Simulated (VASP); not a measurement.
Set up this calculation in VASP 6.6.1, as the native input.

```yaml
Task: single point
Functional: PBE
Potentials_or_basis: VASP PAW PBE potentials, release 64 (Ca_sv, Sn_d, O)
Cutoff: 520 eV
k_mesh: 3 × 3 × 6
Occupations: gaussian, width 0.1 eV
Spin: no spin polarisation
Dipole_correction: no
Further_INCAR_settings: ALGO = Normal; EDIFF = 1e-07; NBANDS = 35
```

The structure of Ca2SnO3 lies in POSCAR:

```
Ca2SnO3
1.0
    5.8006181800      0.0000000000      0.0000000000
   -2.9003090900      5.0234827000      0.0000000000
    0.0000000000      0.0000000000      3.4006232400
Ca Sn O
2 1 3
Direct
    0.6666666700      0.3333333300      0.5000000000
    0.3333333300      0.6666666700      0.5000000000
    0.0000000000      0.0000000000      0.5000000000
    0.0000000000      0.5000000000      0.0000000000
    0.5000000000      0.5000000000      0.0000000000
    0.5000000000      0.0000000000      0.0000000000
```

The input as run:

INCAR

```
PREC = Accurate
ENCUT = 520
EDIFF = 1E-7
ISMEAR = 0
SIGMA = 0.1
LREAL = False
LASPH = True
NELM = 80
ALGO = Normal
ISIF = 2
LWAVE = False
LCHARG = False
GGA = PE
NBANDS = 35
```

KPOINTS

```
regular mesh
0
Gamma
  3 3 6
```

Potentials or basis: VASP PAW PBE potentials, release 64 (Ca_sv, Sn_d, O).

Command:

```bash
$ cat potpaw_PBE.64/Ca_sv/POTCAR potpaw_PBE.64/Sn_d/POTCAR potpaw_PBE.64/O/POTCAR > POTCAR
$ mpirun -np 1 vasp_std > vasp.out
```

Results of the run:

* Pressure: -2.6 GPa
* Band gap on the k mesh: zero (band 26 reaches 3.51 eV, above the bottom of band 27 at 3.42 eV)

Caveat: the k points lie up to 0.42 Å⁻¹ apart; spin-orbit coupling is left out, which moves the levels of the heavy elements.

It took 88 s on 1 thread of AMD EPYC 7R43 64-Core Processor (Zen 3) (shared host), peak memory 0.22 GiB.
